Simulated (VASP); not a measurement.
# Ba3Ca4O7 in VASP: a series of runs

Runs on Ba3Ca4O7. Level: PBE. Tasks: single point.

All numbers are computed with VASP 6.6.1; they aren't measurements. Logs are shortened: lines on timing, memory, paths and dates and some standing lists are left out, and cuts for length are marked.

## Step 1: The cell of the first run

The cell holds an amorphous packing of atoms, 14 atoms: a = 6.146 Å, b = 6.162 Å, c = 6.124 Å, α = 88.94°, β = 86.17°, γ = 89.12°.

## Step 2: Single point, PBE

Input file INCAR:

```
SYSTEM = Ba3Ca4O7
ALGO = Normal
EDIFF = 1E-6
ENCUT = 520
GGA = PE
ISIF = 2
ISMEAR = -1
ISYM = 0
LASPH = .True.
LCHARG = .True.
LELF = .True.
LREAL = .False.
LVHAR = .True.
LWAVE = .False.
NBANDS = 69
NELM = 100
PREC = Accurate
SIGMA = 0.293
```

Input file KPOINTS:

```
k-points
0
Gamma
  1 1 1
  0 0 0
```

Input file POSCAR:

```
Ba3Ca4O7
1.0
    6.1422690000      0.0463550000      0.2046950000
    0.0463550000      6.1618090000      0.0560510000
    0.2046950000      0.0560510000      6.1205050000
Ba O Ca
3 7 4
Direct
    0.8105125149      0.8588710783      0.6543889038
    0.2889836484      0.5073658065      0.6427355474
    0.3922587979      0.8692151688      0.2590853542
    0.1647498090      0.2390303050      0.9878849295
    0.0362301748      0.4916635138      0.3038640819
    0.5775430706      0.5710199029      0.3809104942
    0.1478596619      0.9642978447      0.5281230892
    0.5120838351      0.1754162621      0.4966164953
    0.6935724985      0.1043378904      0.0062852549
    0.5374521869      0.6704577882      0.8708420947
    0.4562261094      0.3141815246      0.2254213677
    0.9429270432      0.1855939321      0.2904186539
    0.8402792907      0.7218390287      0.1655033745
    0.3355881330      0.0393844059      0.7769107699
```

Potentials or basis: VASP PAW PBE potentials, release 64 (Ba_sv, O, Ca_sv).

Launch:

```
$ cat potpaw_PBE.64/Ba_sv/POTCAR potpaw_PBE.64/O/POTCAR potpaw_PBE.64/Ca_sv/POTCAR > POTCAR
$ mpirun -np 1 vasp_gam > vasp.out
```

OUTCAR:

```text
SYSTEM = Ba3Ca4O7
   EDIFF = 1E-6
   ENCUT = 520
   GGA = PE
   ISIF = 2
   ISMEAR = -1
   ISYM = 0
   LASPH = .True.
   LREAL = .False.
   NELM = 100
   PREC = Accurate

 ion  position               nearest neighbor table
   1  0.811  0.859  0.654-   7 2.26  10 2.37   9 2.71   8 2.86   6 2.92  12 3.05  13 3.12  14 3.16
                            13 3.24  14 3.56   2 3.62   3 3.65   2 3.90   3 4.18   3 4.37
   2  0.289  0.507  0.643-   6 2.34  10 2.38   8 2.59   5 2.68   4 2.73  11 2.95  14 3.00   7 3.02
                             3 3.25  14 3.42   1 3.62  12 3.74   1 3.90  11 3.94   3 4.51   3 4.63
   3  0.392  0.869  0.259-   7 2.23   6 2.29   8 2.55   9 2.75  11 2.78  10 2.78  13 2.91  14 3.15
                             4 3.16   5 3.21   2 3.25  12 3.35  14 3.35  11 3.45  13 3.61   1 3.65
   4  0.165  0.239  0.988-  14 2.03  12 2.25  11 2.44   2 2.73   3 3.16
   5  0.036  0.492  0.304-  12 1.98  13 2.05   2 2.68   3 3.21
   6  0.578  0.571  0.381-  11 2.04  13 2.22   3 2.29   2 2.34   1 2.92
   7  0.148  0.964  0.528-  14 2.04   3 2.23   1 2.26  12 2.38   2 3.02
   8  0.512  0.175  0.497-  11 1.90  14 2.13   3 2.55   2 2.59   1 2.86
   9  0.694  0.104  0.006-  11 2.31  12 2.46   1 2.71   3 2.75
  10  0.537  0.670  0.871-   1 2.37   2 2.38   3 2.78
  11  0.456  0.314  0.225-   8 1.90   6 2.04   9 2.31   4 2.44   3 2.78   2 2.95  12 3.13   3 3.45
                             2 3.94
  12  0.943  0.186  0.290-   5 1.98   4 2.25   7 2.38   9 2.46   1 3.05  13 3.06  11 3.13   3 3.35
                             2 3.74   3 3.95
  13  0.840  0.722  0.166-   5 2.05   6 2.22   3 2.91  12 3.06   1 3.12   1 3.24   3 3.61
  14  0.336  0.039  0.777-   4 2.03   7 2.04   8 2.13   2 3.00   3 3.15   1 3.16   3 3.35   2 3.42
                             1 3.56

IMPORTANT INFORMATION: All symmetrisations will be switched off!
NOSYMM: (Re-)initialisation of all symmetry stuff for point group C_1.

----------------------------------------------------------------------------------------

                                     Primitive cell

  volume of cell :     231.3562

  direct lattice vectors                    reciprocal lattice vectors
     6.142269000  0.046355000  0.204695000     0.162996474 -0.001176725 -0.005440500
     0.046355000  6.161809000  0.056051000    -0.001176725  0.162312019 -0.001447083
     0.204695000  0.056051000  6.120505000    -0.005440500 -0.001447083  0.163580416

  length of vectors
     6.145853667  6.162238283  6.124183473     0.163091491  0.162322735  0.163677260

  position of ions in fractional coordinates (direct lattice)
     0.810512515  0.858871078  0.654388904
     0.288983648  0.507365806  0.642735547
     0.392258798  0.869215169  0.259085354
     0.164749809  0.239030305  0.987884929
     0.036230175  0.491663514  0.303864082
     0.577543071  0.571019903  0.380910494
     0.147859662  0.964297845  0.528123089
     0.512083835  0.175416262  0.496616495
     0.693572499  0.104337890  0.006285255
     0.537452187  0.670457788  0.870842095
     0.456226109  0.314181525  0.225421368
     0.942927043  0.185593932  0.290418654
     0.840279291  0.721839029  0.165503374
     0.335588133  0.039384406  0.776910770

  ion indices of the primitive-cell ions
   primitive index   ion index
                 1           1
                 2           2
                 3           3
                 4           4
                 5           5
                 6           6
                 7           7
                 8           8
                 9           9
                10          10
                11          11
                12          12
                13          13
                14          14

----------------------------------------------------------------------------------------

 KPOINTS: k-points

Automatic generation of k-mesh.
 Grid dimensions read from file:
 generate k-points for:    1    1    1

 Generating k-lattice:

  Cartesian coordinates                     Fractional coordinates (reciprocal lattice)
     0.162996474 -0.001176725 -0.005440500     1.000000000  0.000000000  0.000000000
    -0.001176725  0.162312019 -0.001447083    -0.000000000  1.000000000  0.000000000
    -0.005440500 -0.001447083  0.163580416     0.000000000 -0.000000000  1.000000000

  Length of vectors
     0.163091491  0.162322735  0.163677260

  Shift w.r.t. Gamma in fractional coordinates (k-lattice)
     0.000000000  0.000000000  0.000000000

 Subroutine IBZKPT returns following result:
 ===========================================

 Found      1 irreducible k-points:

 Following reciprocal coordinates:
            Coordinates               Weight
  0.000000  0.000000  0.000000      1.000000
   k-points           NKPTS =      1   k-points in BZ     NKDIM =      1   number of bands    NBANDS=     69
   number of dos      NEDOS =    301   number of ions     NIONS =     14
   total plane-waves  NPLWV = 110592
   dimension x,y,z NGX =    48 NGY =   48 NGZ =   48
   dimension x,y,z NGXF=    96 NGYF=   96 NGZF=   96
   ions per type =               3   7   4
   NGX,Y,Z   is equivalent  to a cutoff of  12.98, 12.95, 13.03 a.u.
   NGXF,Y,Z  is equivalent  to a cutoff of  25.97, 25.90, 26.06 a.u.
 SYSTEM =  Ba3Ca4O7
   PREC   = accura    normal or accurate (medium, high low for compatibility)
   ISTART =      0    job   : 0-new  1-cont  2-samecut
   ICHARG =      2    charge: 1-file 2-atom 10-const
   ISPIN  =      1    spin polarized calculation?
   LNONCOLLINEAR =      F non collinear calculations
   LSORBIT =      F    spin-orbit coupling
   LASPH  =      T    aspherical Exc in radial PAW
   ENCUT  =  520.0 eV  38.22 Ry    6.18 a.u.  11.43 11.46 11.39*2*pi/ulx,y,z
   NELM   =    100;   NELMIN=  2; NELMDL= -5     # of ELM steps
   EDIFF  = 0.1E-05   stopping-criterion for ELM
   LREAL  =      F    real-space projection
   EDIFFG = 0.1E-04   stopping-criterion for IOM
   NSW    =      0    number of steps for IOM
   IBRION =     -1    ionic relax: 0-MD 1-quasi-New 2-CG
   NFREE  =      0    steps in history (QN), initial steepest desc. (CG)
   ISIF   =      2    stress and relaxation
   ISYM   =      0    0-nonsym 1-usesym 2-fastsym
   POTIM  = 0.5000    time-step for ionic-motion
   TEBEG  =    0.0;   TEEND  =   0.0 temperature during run
   PSTRESS=    0.0 pullay stress
   NELECT =     112.0000    total number of electrons
   NUPDOWN=      -1.0000    fix difference up-down
   EMIN   =  10.00;   EMAX   =-10.00  energy-range for DOS
   EFERMI =   0.00;   METHOD = LEGACY
   ISMEAR =    -1;   SIGMA  =   0.29  broadening in eV -4-tet -1-fermi 0-gaus
   EFERMI_NEDOS =   21; number of points for ismear=-14 and -15
   IALGO  =     38    algorithm
   IMIX   =      4    mixing-type and parameters
     AMIX     =   0.40;   BMIX     =  1.00
     AMIX_MAG =   1.60;   BMIX_MAG =  1.00
  volume/ion in A,a.u.               =      16.53       111.52
  Fermi-wavevector in a.u.,A,eV,Ry     =   1.285446  2.429141 22.481875  1.652371
  Thomas-Fermi vector in A             =   2.417580
   LORBIT       =      0    0 simple, 1 ext, 2 COOP (PROOUT), +10 PAW based schemes
   GGA     = PE    functional components
   LHFCALC =     F    Hartree Fock is set to
   AEXX    =    0.0000 exact exchange contribution
   IVDW    =     0    specifies the selected vdW correction
   LEPSILON=     F    determine dielectric tensor
   LRPA    =     F    only Hartree local field effects (RPA)
 non-spin polarized calculation
  energy-cutoff  :      520.00
  volume of cell :      231.36
 maximum number of plane-waves:      3131
 NGX is ok and might be reduce to    48
   NGX = 23   NGY = 23   NGZ = 23

 number of electron     111.9999997 magnetization

 Free energy of the ion-electron system (eV)
  ---------------------------------------------------
  ext. energy  EPLUGINS =         0.00000000
  ---------------------------------------------------
  free energy    TOTEN  =       -72.39969215 eV

  energy without entropy =      -71.78801118  energy(sigma->0) =      -72.09385167

 E-fermi :   3.5208     XC(G=0):  -9.9789

 val. band max:        2.6592958400   @ k =   0.0000   0.0000   0.0000
 cond. band min:       4.0606421403   @ k =   0.0000   0.0000   0.0000
 fundamental gap:      1.4013463003
 Fermi energy:         3.5208449491

 k-point     1 :       0.0000    0.0000    0.0000
  band No.  band energies     occupation
      1     -36.8613      2.00000
      2     -35.7353      2.00000
      3     -35.1402      2.00000
      4     -34.9068      2.00000
      5     -23.6208      2.00000
      6     -23.2821      2.00000
[... 60 lines left out ...]
     67       8.1929      0.00000
     68       8.5826      0.00000
 [bands above 68 left out]

------------------------ aborting loop because EDIFF is reached ----------------------------------------

  FORCE on cell =-STRESS in cart. coord.  units (eV):
  Direction    XX          YY          ZZ          XY          YZ          ZX
  --------------------------------------------------------------------------------------
  -------------------------------------------------------------------------------------
  Total       33.3768845     35.8493534     33.8849902      3.6347457      0.6181384     -8.0050500
  in kB      231.1400906    248.2623203    234.6588012     25.1711763      4.2807042    -55.4362102
  external PRESSURE =     238.0204040 kB  Pullay stress =       0.0000000 kB

 VOLUME and BASIS-vectors are now :
 -----------------------------------------------------------------------------
  energy-cutoff  :      520.00
  volume of cell :      231.36
      direct lattice vectors                 reciprocal lattice vectors
     6.142269000  0.046355000  0.204695000     0.162996474 -0.001176725 -0.005440500
     0.046355000  6.161809000  0.056051000    -0.001176725  0.162312019 -0.001447083
     0.204695000  0.056051000  6.120505000    -0.005440500 -0.001447083  0.163580416

 POSITION                                       TOTAL-FORCE (eV/Angst)
 -----------------------------------------------------------------------------------
      5.15215      5.36645      4.21924        -2.725294      0.003626      1.210420
      1.93010      3.17571      4.02146        -1.553308     -0.411797      2.820105
      2.50269      5.38864      1.71475         0.134343     -0.592191     -3.619317
      1.22523      1.53587      6.09348        -0.012528     -0.339009      0.952061
      0.30753      3.04825      1.89478         1.176649      2.094309      0.828676
      3.65186      3.56664      2.48159         2.742844      1.713846     -0.083986
      1.06100      5.97828      3.31670        -1.648859      0.303131     -0.430382
      3.25514      1.13245      3.15420         2.136674     -2.506193      2.708547
      4.26623      0.67541      0.18629         0.212537     -0.882264      1.065568
      3.51051      4.20496      5.47759        -0.272651      0.073348      1.645041
      2.86297      1.96971      1.49069        -1.172141      1.910873     -5.847120
      5.85976      1.20358      1.98092        -0.949797      0.698845     -1.624368
      5.22856      4.49606      1.22542        -0.238576     -0.993212     -1.029569
      2.22213      0.30178      4.82599         2.170107     -1.073312      1.404325
 -----------------------------------------------------------------------------------
    total drift:                               -0.000295      0.000104      0.000916

  FREE ENERGIE OF THE ION-ELECTRON SYSTEM (eV)
  ---------------------------------------------------
  free  energy   TOTEN  =       -72.3996921545 eV

  energy  without entropy=      -71.7880111809  energy(sigma->0) =      -72.09385167
```

Wall time 73 s (1 thread of Intel Xeon 8259CL, shared host); peak memory 0.31 GiB.

Results:

- Free energy: -72.3997 eV
- Pressure: 23.8 GPa
- Largest force: 6.262 eV/Å
- Band gap on the k mesh: 1.40 eV

Forces in eV/Å, atoms in the order of the input:
```
Ba  -2.725  0.004  1.210
Ba  -1.553 -0.412  2.820
Ba   0.134 -0.592 -3.619
O   -0.013 -0.339  0.952
O    1.177  2.094  0.829
O    2.743  1.714 -0.084
O   -1.649  0.303 -0.430
O    2.137 -2.506  2.709
O    0.213 -0.882  1.066
O   -0.273  0.073  1.645
Ca  -1.172  1.911 -5.847
Ca  -0.950  0.699 -1.624
Ca  -0.239 -0.993 -1.030
Ca   2.170 -1.073  1.404
```

Caveat: the k points lie up to 1.03 Å⁻¹ apart; spin-orbit coupling is left out, which moves the levels of the heavy elements.

## Step 3: Single point, PBE

Input file INCAR:

```
SYSTEM = Ba3Ca4O7
PREC = Accurate
ENCUT = 520
EDIFF = 1E-6
ISMEAR = -1
SIGMA = 0.293
LREAL = .False.
LASPH = .True.
NELM = 80
ALGO = Normal
ISIF = 2
LWAVE = .False.
LCHARG = .True.
GGA = PE
LELF = .True.
LVHAR = .True.
NBANDS = 69
ISYM = 0
```

Input file KPOINTS:

```
Automatic mesh
0
Gamma
  1 1 1
  0 0 0
```

Input file POSCAR:

```
Ba3Ca4O7
1.0
    6.1422690000      0.0463550000      0.2046950000
    0.0463550000      6.1618090000      0.0560510000
    0.2046950000      0.0560510000      6.1205050000
Ba O Ca
3 7 4
Direct
    0.8785373449      0.8739908050      0.7756684685
    0.3136538057      0.3723297822      0.6367161170
    0.3301306128      0.9723228787      0.2958007950
    0.1481355309      0.1873033168      1.0885428342
    0.1329506074      0.6867047466      0.4378973937
    0.6330763566      0.5918806569      0.3363398825
    0.0825570217      1.1600002803      0.4998644417
    0.6405948671      0.0718708551      0.6069783458
    0.6656180551      0.0726615965      0.1031809560
    0.2437627088      0.6655871007      0.9672760940
    0.3728946632      0.5032523013      0.1501473379
    0.8033826284      0.3194824632      0.2393227816
    0.8820411852      0.8544164900      0.2720159008
    0.3908597839     -0.0554400110      0.8473435484
```

Potentials or basis: VASP PAW PBE potentials, release 64 (Ba_sv, O, Ca_sv).

Launch:

```
$ cat potpaw_PBE.64/Ba_sv/POTCAR potpaw_PBE.64/O/POTCAR potpaw_PBE.64/Ca_sv/POTCAR > POTCAR
$ mpirun -np 1 vasp_gam > vasp.out
```

Wall time 73 s (1 thread of Intel Xeon 8259CL, shared host); peak memory 0.31 GiB.

Results (log left out):

- Free energy: -71.2450 eV
- Pressure: 28.1 GPa
- Largest force: 8.831 eV/Å
- Band gap on the k mesh: 1.85 eV

Forces on the atoms (eV/Å):
```
Ba   2.352 -0.629  0.562
Ba   1.175  3.486  2.041
Ba   4.007 -1.844  2.362
O   -1.241  1.664 -4.339
O   -0.431 -2.661  1.072
O    0.534  1.800  0.117
O   -3.299 -0.815  1.560
O   -2.389  0.653 -2.020
O   -0.683 -1.451 -2.451
O   -4.096  4.833 -6.153
Ca   1.259 -6.630  5.417
Ca   4.131  0.251  2.107
Ca  -1.220 -0.345  0.501
Ca  -0.098  1.690 -0.776
```

Stress tensor (GPa, compression positive):
```
26.07 -3.76  6.70
-3.76 26.82 -6.18
 6.70 -6.18 31.50
```

Levels at points of the mesh, in eV from the valence-band top:
| k point | band 52 | band 53 | band 54 | band 55 | band 56 | band 57 | band 58 | band 59 | band 60 | band 61 |
| --- | --- | --- | --- | --- | --- | --- | --- | --- | --- | --- |
| (0.00, 0.00, 0.00) | -0.72 | -0.65 | -0.47 | -0.03 | 0.00 | 1.85 | 3.04 | 3.60 | 3.86 | 4.16 |

Caveat: the k points lie up to 1.03 Å⁻¹ apart; spin-orbit coupling is left out, which moves the levels of the heavy elements.
